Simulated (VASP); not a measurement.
# ZrC (Fm-3m) in VASP: a series of runs

Runs on ZrC. Level: PBE. Tasks: single point.

Everything below comes from runs of VASP 6.6.1. Logs are shortened: lines on timing, memory, paths and dates and some standing lists are left out, and cuts for length are marked.

## Step 1: The cell of the first run

It takes space group Fm-3m (No. 225, cubic). Conventional cell: a = 4.613 Å, b = 4.613 Å, c = 4.613 Å, α = 90.00°, β = 90.00°, γ = 90.00°. Within 3.0 Å of Zr (site symmetry m-3m) lie 6 C at 2.31 Å. Within 3.0 Å of C (site symmetry m-3m) lie 6 Zr at 2.31 Å.

## Step 2: Single point, PBE (volume scaled by 0.94)

File INCAR:

```
SYSTEM = ZrC
ALGO     = Normal         ! electronic algorithm
EDIFF    = 1E-7           ! SCF threshold, eV
ENCUT    = 520            ! plane-wave cutoff, eV
GGA      = PE             ! functional
ISIF     = 2              ! what is computed and relaxed
ISMEAR   = 0              ! smearing method
LASPH    = .True.         ! aspherical terms in the spheres
LCHARG   = .False.        ! write CHGCAR
LREAL    = .False.        ! projectors in reciprocal space
LWAVE    = .False.        ! write WAVECAR
NBANDS   = 15             ! bands
NELM     = 80             ! most SCF steps
PREC     = Accurate       ! precision mode
SIGMA    = 0.1            ! smearing width, eV
```

File KPOINTS:

```
k-points
0
Gamma
  16 16 16
  0 0 0
```

File POSCAR:

```
ZrC
1.0
    0.0000000000      2.3063351909      2.3063351909
    2.3063351909      0.0000000000      2.3063351909
    2.3063351909      2.3063351909      0.0000000000
Zr C
1 1
Direct
    0.5000000000      0.5000000000      0.5000000000
    0.0000000000      0.0000000000      0.0000000000
```

Potentials or basis: VASP PAW PBE potentials, release 64 (Zr_sv, C).

On the command line:

```sh
> cat potpaw_PBE.64/Zr_sv/POTCAR potpaw_PBE.64/C/POTCAR > POTCAR
> mpirun -np 1 vasp_std > vasp.out
```

OUTCAR:

```text
SYSTEM = ZrC
   EDIFF = 1E-7
   ENCUT = 520
   GGA = PE
   ISIF = 2
   ISMEAR = 0
   LASPH = .True.
   LREAL = .False.
   NELM = 80
   PREC = Accurate

 ion  position               nearest neighbor table
   1  0.500  0.500  0.500-   2 2.31   2 2.31   2 2.31   2 2.31   2 2.31   2 2.31
   2  0.000  0.000  0.000-   1 2.31   1 2.31   1 2.31   1 2.31   1 2.31   1 2.31

  LATTYP: Found a face centered cubic cell.
 ALAT       =     4.6126703818

  Lattice vectors:

 A1 = (   0.0000000000,   2.3063351909,   2.3063351909)
 A2 = (   2.3063351909,   0.0000000000,   2.3063351909)
 A3 = (   2.3063351909,   2.3063351909,   0.0000000000)

Analysis of symmetry for initial positions (statically):
=====================================================================
 Subroutine PRICEL returns:
 Original cell was already a primitive cell.

 Routine SETGRP: Setting up the symmetry group for a
 face centered cubic supercell.

 Subroutine GETGRP returns: Found 48 space group operations
 (whereof 48 operations were pure point group operations)
 out of a pool of 48 trial point group operations.

The static configuration has the point symmetry O_h .

Analysis of symmetry for dynamics (positions and initial velocities):
=====================================================================
 Subroutine PRICEL returns:
 Original cell was already a primitive cell.

 Routine SETGRP: Setting up the symmetry group for a
 face centered cubic supercell.

 Subroutine GETGRP returns: Found 48 space group operations
 (whereof 48 operations were pure point group operations)
 out of a pool of 48 trial point group operations.

The dynamic configuration has the point symmetry O_h .

 Subroutine INISYM returns: Found 48 space group operations
 (whereof 48 operations are pure point group operations),
 and found     1 'primitive' translations

----------------------------------------------------------------------------------------

                                     Primitive cell

  volume of cell :      24.5356

  direct lattice vectors                    reciprocal lattice vectors
     0.000000000  2.306335191  2.306335191    -0.216794160  0.216794160  0.216794160
     2.306335191  0.000000000  2.306335191     0.216794160 -0.216794160  0.216794160
     2.306335191  2.306335191  0.000000000     0.216794160  0.216794160 -0.216794160

  length of vectors
     3.261650506  3.261650506  3.261650506     0.375498500  0.375498500  0.375498500

  position of ions in fractional coordinates (direct lattice)
[... 83 lines left out ...]
   IBRION =     -1    ionic relax: 0-MD 1-quasi-New 2-CG
   NFREE  =      0    steps in history (QN), initial steepest desc. (CG)
   ISIF   =      2    stress and relaxation
   ISYM   =      2    0-nonsym 1-usesym 2-fastsym
   POTIM  = 0.5000    time-step for ionic-motion
   TEBEG  =    0.0;   TEEND  =   0.0 temperature during run
   PSTRESS=    0.0 pullay stress
   NELECT =      16.0000    total number of electrons
   NUPDOWN=      -1.0000    fix difference up-down
   EMIN   =  10.00;   EMAX   =-10.00  energy-range for DOS
   EFERMI =   0.00;   METHOD = LEGACY
   ISMEAR =     0;   SIGMA  =   0.10  broadening in eV -4-tet -1-fermi 0-gaus
   EFERMI_NEDOS =   21; number of points for ismear=-14 and -15
   IALGO  =     38    algorithm
   IMIX   =      4    mixing-type and parameters
     AMIX     =   0.40;   BMIX     =  1.00
     AMIX_MAG =   1.60;   BMIX_MAG =  1.00
  volume/ion in A,a.u.               =      12.27        82.79
  Fermi-wavevector in a.u.,A,eV,Ry     =   1.419654  2.682756 27.421406  2.015416
  Thomas-Fermi vector in A             =   2.540651
   LORBIT       =      0    0 simple, 1 ext, 2 COOP (PROOUT), +10 PAW based schemes
   GGA     = PE    functional components
   LHFCALC =     F    Hartree Fock is set to
   AEXX    =    0.0000 exact exchange contribution
   IVDW    =     0    specifies the selected vdW correction
   LEPSILON=     F    determine dielectric tensor
   LRPA    =     F    only Hartree local field effects (RPA)
 non-spin polarized calculation
 Gauss-broadening in eV      SIGMA  =   0.10
  energy-cutoff  :      520.00
  volume of cell :       24.54
 maximum number of plane-waves:       684
   NGX = 13   NGY = 13   NGZ = 13

 number of electron      16.0000000 magnetization

 Free energy of the ion-electron system (eV)
  ---------------------------------------------------
  ext. energy  EPLUGINS =         0.00000000
  ---------------------------------------------------
  free energy    TOTEN  =       -19.38662725 eV

  energy without entropy =      -19.38505470  energy(sigma->0) =      -19.38584098

 E-fermi :  10.2675     XC(G=0): -12.4154

 val. band max:       10.2466020693   @ k =   0.3750   0.3125   0.0000
 cond. band min:      10.3295823389   @ k =   0.4375   0.4375   0.0000
 fundamental gap:      0.0829802696
 Fermi energy:        10.2674826954

 k-point     1 :       0.0000    0.0000    0.0000
  band No.  band energies     occupation
      1     -37.6114      2.00000
      2     -15.2791      2.00000
      3     -15.2791      2.00000
      4     -15.2791      2.00000
      5      -1.2234      2.00000
      6      11.2251      0.00000
      7      11.2251      0.00000
      8      11.2251      0.00000
      9      11.3889      0.00000
     10      11.3889      0.00000
     11      11.3889      0.00000
     12      13.2553      0.00000
     13      13.2553      0.00000
     14      18.2465      0.00000
[... 401 lines left out ...]
      2     -15.3829      2.00000
      3     -15.3062      2.00000
      4     -15.2807      2.00000
      5      -0.9668      2.00000
      6       9.8496      2.00000
      7      10.0525      1.99764
      8      10.2084      1.59659
      9      11.5414      0.00000
     10      12.2084      0.00000
     11      12.2760      0.00000
     12      13.9214      0.00000
     13      14.8186      0.00000
     14      18.7429      0.00000
     15      21.5344      0.00000

 [... further k-points ...]
[... 5 lines left out ...]
  --------------------------------------------------------------------------------------
  -------------------------------------------------------------------------------------
  Total        2.4241510      2.4241510      2.4241510      0.0000000      0.0000000     -0.0000000
  in kB      158.2971080    158.2971080    158.2971080      0.0000000      0.0000000     -0.0000000
  external PRESSURE =     158.2971080 kB  Pullay stress =       0.0000000 kB

 VOLUME and BASIS-vectors are now :
 -----------------------------------------------------------------------------
  energy-cutoff  :      520.00
  volume of cell :       24.54
      direct lattice vectors                 reciprocal lattice vectors
     0.000000000  2.306335191  2.306335191    -0.216794160  0.216794160  0.216794160
     2.306335191  0.000000000  2.306335191     0.216794160 -0.216794160  0.216794160
     2.306335191  2.306335191  0.000000000     0.216794160  0.216794160 -0.216794160

 POSITION                                       TOTAL-FORCE (eV/Angst)
 -----------------------------------------------------------------------------------
      2.30634      2.30634      2.30634         0.000000     -0.000000     -0.000000
      0.00000      0.00000      0.00000        -0.000000      0.000000      0.000000
 -----------------------------------------------------------------------------------
    total drift:                                0.000000     -0.000000      0.000000

  FREE ENERGIE OF THE ION-ELECTRON SYSTEM (eV)
  ---------------------------------------------------
  free  energy   TOTEN  =       -19.3866272498 eV

  energy  without entropy=      -19.3850547009  energy(sigma->0) =      -19.38584098
```

stdout:

```text
POSCAR found type information on POSCAR ZrC
 POSCAR found :  2 types and       2 ions
 scaLAPACK will be used
 LDA part: xc-table for (Slater+PW92), standard interpolation
 POSCAR, INCAR and KPOINTS ok, starting setup
 FFT: planning ... GRIDC
 FFT: planning ... GRID_SOFT
 FFT: planning ... GRID
 WAVECAR not read
 entering main loop
```

Wall time 15 s (1 thread of Intel Xeon 6975P-C (Granite Rapids), shared host); peak memory 0.17 GiB.

What came out:

* Free energy: -19.3866 eV
* Pressure: 15.8 GPa
* Band gap on the k mesh: zero (band 8 reaches 11.23 eV, above the bottom of band 9 at 9.90 eV)

## Step 3: Single point, PBE (volume scaled by 0.97)

File INCAR:

```
ALGO = Normal
EDIFF = 1E-7
ENCUT = 520
GGA = PE
ISIF = 2
ISMEAR = 0
LASPH = T
LCHARG = F
LREAL = F
LWAVE = F
NBANDS = 15
NELM = 80
PREC = Accurate
SIGMA = 0.1
```

File KPOINTS:

```
k-points
0
Gamma
  16 16 16
```

File POSCAR:

```
ZrC
1.0
    0.0000000000      2.3306141876      2.3306141876
    2.3306141876      0.0000000000      2.3306141876
    2.3306141876      2.3306141876      0.0000000000
Zr C
1 1
Direct
    0.5000000000      0.5000000000      0.5000000000
    0.0000000000      0.0000000000      0.0000000000
```

Potentials or basis: VASP PAW PBE potentials, release 64 (Zr_sv, C).

On the command line:

```sh
> cat potpaw_PBE.64/Zr_sv/POTCAR potpaw_PBE.64/C/POTCAR > POTCAR
> mpirun -np 1 vasp_std > vasp.out
```

OUTCAR:

```text
EDIFF = 1E-7
   ENCUT = 520
   GGA = PE
   ISIF = 2
   ISMEAR = 0
   LASPH = T
   LREAL = F
   NELM = 80
   PREC = Accurate

 ion  position               nearest neighbor table
   1  0.500  0.500  0.500-   2 2.33   2 2.33   2 2.33   2 2.33   2 2.33   2 2.33
   2  0.000  0.000  0.000-   1 2.33   1 2.33   1 2.33   1 2.33   1 2.33   1 2.33

  LATTYP: Found a face centered cubic cell.
 ALAT       =     4.6612283752

  Lattice vectors:

 A1 = (   0.0000000000,   2.3306141876,   2.3306141876)
 A2 = (   2.3306141876,   0.0000000000,   2.3306141876)
 A3 = (   2.3306141876,   2.3306141876,   0.0000000000)

Analysis of symmetry for initial positions (statically):
=====================================================================
 Subroutine PRICEL returns:
 Original cell was already a primitive cell.

 Routine SETGRP: Setting up the symmetry group for a
 face centered cubic supercell.

 Subroutine GETGRP returns: Found 48 space group operations
 (whereof 48 operations were pure point group operations)
 out of a pool of 48 trial point group operations.

The static configuration has the point symmetry O_h .

Analysis of symmetry for dynamics (positions and initial velocities):
[... 167 lines left out ...]
 k-point     1 :       0.0000    0.0000    0.0000
  band No.  band energies     occupation
      1     -38.1031      2.00000
      2     -15.7961      2.00000
      3     -15.7961      2.00000
      4     -15.7961      2.00000
      5      -1.4899      2.00000
      6      10.8452      0.00000
      7      10.8452      0.00000
      8      10.8452      0.00000
      9      11.0076      0.00000
     10      11.0076      0.00000
     11      11.0076      0.00000
     12      12.7906      0.00000
     13      12.7906      0.00000
     14      17.5032      0.00000
[... 401 lines left out ...]
      2     -15.8880      2.00000
      3     -15.8203      2.00000
      4     -15.7977      2.00000
      5      -1.2465      2.00000
      6       9.4974      2.00000
      7       9.7053      1.99212
      8       9.8556      1.40552
      9      11.1548      0.00000
     10      11.7965      0.00000
     11      11.8719      0.00000
     12      13.4328      0.00000
     13      14.3065      0.00000
     14      18.0055      0.00000
     15      21.0737      0.00000

 [... further k-points ...]
[... 5 lines left out ...]
  --------------------------------------------------------------------------------------
  -------------------------------------------------------------------------------------
  Total        1.1749074      1.1749074      1.1749074      0.0000000      0.0000000      0.0000000
  in kB       74.3486491     74.3486491     74.3486491      0.0000000      0.0000000      0.0000000
  external PRESSURE =      74.3486491 kB  Pullay stress =       0.0000000 kB

 VOLUME and BASIS-vectors are now :
 -----------------------------------------------------------------------------
  energy-cutoff  :      520.00
  volume of cell :       25.32
      direct lattice vectors                 reciprocal lattice vectors
     0.000000000  2.330614188  2.330614188    -0.214535723  0.214535723  0.214535723
     2.330614188  0.000000000  2.330614188     0.214535723 -0.214535723  0.214535723
     2.330614188  2.330614188  0.000000000     0.214535723  0.214535723 -0.214535723

 POSITION                                       TOTAL-FORCE (eV/Angst)
 -----------------------------------------------------------------------------------
      2.33061      2.33061      2.33061         0.000000     -0.000000      0.000000
      0.00000      0.00000      0.00000        -0.000000      0.000000     -0.000000
 -----------------------------------------------------------------------------------
    total drift:                                0.000000      0.000000      0.000000

  FREE ENERGIE OF THE ION-ELECTRON SYSTEM (eV)
  ---------------------------------------------------
  free  energy   TOTEN  =       -19.4434485525 eV

  energy  without entropy=      -19.4416855000  energy(sigma->0) =      -19.44256703
```

stdout:

```text
POSCAR found type information on POSCAR ZrC
 POSCAR found :  2 types and       2 ions
 scaLAPACK will be used
 LDA part: xc-table for (Slater+PW92), standard interpolation
 POSCAR, INCAR and KPOINTS ok, starting setup
 FFT: planning ... GRIDC
 FFT: planning ... GRID_SOFT
 FFT: planning ... GRID
 WAVECAR not read
 entering main loop
```

Wall time 30 s (1 thread of Intel Xeon 6975P-C (Granite Rapids), shared host); peak memory 0.19 GiB.

What came out:

* Free energy: -19.4434 eV
* Pressure: 7.4 GPa
* Band gap on the k mesh: zero (band 8 reaches 10.85 eV, above the bottom of band 9 at 9.53 eV)

Levels at points of the mesh, in eV from the Fermi level:
```tsv
k point	band 6	band 7	band 8	band 9	band 10	band 11
(0.00, 0.00, 0.00)	0.95	0.95	0.95	1.11	1.11	1.11
(0.50, 0.00, 0.00)	-5.38	-3.01	-3.01	4.65	4.65	5.50
(0.50, 0.50, 0.00)	-2.01	-1.83	0.10	0.10	4.60	5.86
```

[end of part 1 of 3]
